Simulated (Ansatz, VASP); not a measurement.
Given: the input of a run of Ansatz 0.2.0 on RbBr.

File input.yaml:

```yaml
crystal:
  lattice:
    - [0.0, 3.427, 3.427]
    - [3.427, 0.0, 3.427]
    - [3.427, 3.427, 0.0]
  atoms:
    - { symbol: Rb, position: [0.0, 0.0, 0.0] }
    - { symbol: Br, position: [0.5, 0.5, 0.5] }
hamiltonian:
  xc:
    exchange: pbe
    correlation: pbe
    exx: { coeff: 0.25, omega: 0.15 }
  pseudopotentials: { kind: paw }
kpoints:
  mp_grid: { grid: [4, 4, 4] }
scf:
  occupations: { method: fermi_dirac, width: 0.05 }
output:
  forces: true
  stress: true
  eigenvalues: true
```

Potentials or basis: Ansatz PAW.

The run is started by

```console
$ ansatz run input.yaml --threads 2 --pin off --max-ram 5632MiB --backend cpu --events-out ev --progress --plain --runs-dir out
```

**Question.** Translate it to VASP 6.6.1. Potentials there: VASP PAW PBE potentials, release 64 (Rb_sv, Br).

**Answer.** As run (the cutoff follows the program's own potentials):

Contents of POSCAR:

```
RbBr
1.0
    0.0000000000      3.4270000000      3.4270000000
    3.4270000000      0.0000000000      3.4270000000
    3.4270000000      3.4270000000      0.0000000000
Rb Br
1 1
Direct
    0.0000000000      0.0000000000      0.0000000000
    0.5000000000      0.5000000000      0.5000000000
```

The input INCAR.step1:

```
SYSTEM = RbBr
  PREC = Accurate
  ENCUT = 520
  EDIFF = 1E-5
  ISMEAR = -1
  SIGMA = 0.05
  LREAL = .FALSE.
  LASPH = .TRUE.
  NELM = 80
  ALGO = Normal
  ISIF = 2
  LWAVE = .TRUE.
  LCHARG = .FALSE.
  NBANDS = 15
  GGA = PE
```

INCAR.step2

```
SYSTEM = RbBr
  PREC = Accurate
  ENCUT = 520
  EDIFF = 1E-6
  ISMEAR = -1
  SIGMA = 0.05
  LREAL = .FALSE.
  LASPH = .TRUE.
  NELM = 80
  ALGO = Normal
  ISIF = 2
  LWAVE = .FALSE.
  LCHARG = .FALSE.
  GGA = PE
  LHFCALC = .TRUE.
  AEXX = 0.25
  HFSCREEN = 0.15
  PRECFOCK = Normal
  NBANDS = 15
  ISTART = 1
```

The input KPOINTS:

```
Automatic mesh
0
G
  4 4 4
  0 0 0
```

Potentials or basis: VASP PAW PBE potentials, release 64 (Rb_sv, Br).

Launch:

```sh
$ cat potpaw_PBE.64/Rb_sv/POTCAR potpaw_PBE.64/Br/POTCAR > POTCAR
$ cp INCAR.step1 INCAR
$ mpirun -np 1 vasp_std > vasp.out
$ cp INCAR.step2 INCAR
$ mpirun -np 1 vasp_std > vasp.out
```

Both were run:

|  | VASP | Ansatz | Ansatz less VASP |
| --- | --- | --- | --- |
| gap on the k mesh at the Fermi level (eV) | 5.70 | 5.70 | +0.001 |
| least direct gap on the mesh (eV) | 5.70 | 5.70 | +0.001 |
| pressure (GPa) | 0.8 | 0.8 | 0.00 |

VASP's potentials were made for PBE, not for PBE-based screened hybrid.
